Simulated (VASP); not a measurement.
**La: single point with r2SCAN**

The system is La.

```xyz
2
Lattice="0.0000 3.4164 3.4164 3.4164 0.0000 3.4164 3.4164 3.4164 0.0000" Properties=species:S:1:pos:R:3 pbc="T T T"
La    0.8541    0.8541    0.8541
La    5.9788    5.9788    5.9788
```

This isn't the form of La at room conditions, which is double hcp.

```
Program             : VASP 6.6.1
Task                : single point
Functional          : r2SCAN
Potentials or basis : VASP PAW PBE potentials, release 64 (La)
Cutoff              : 550 eV
k mesh              : 9 × 9 × 9
Occupations         : fermi-dirac, width 0.1 eV
Spin                : no spin polarisation
```

- Pressure: -3.2 GPa
- Band gap on the k mesh: zero (bands 11 and 12 overlap by 0.24 eV)

Levels at points of the mesh, in eV from the Fermi level:
```
           k point  band 8  band 9  band 10  band 11  band 12  band 13  band 14  band 15
(0.00, 0.00, 0.00)  -16.70   -2.55    -0.81    -0.81     0.89     0.89     0.89     1.75
```

Run time: 4.7 min on 1 thread of AMD EPYC 9R45 96-Core Processor (Zen 5), with other jobs on the host, peak memory 0.26 GiB.

Caveat: the cell stands under tension; the PAW data sets were made with another functional, which shifts forces and pressure a little; spin-orbit coupling is left out, which moves the levels of the heavy elements.
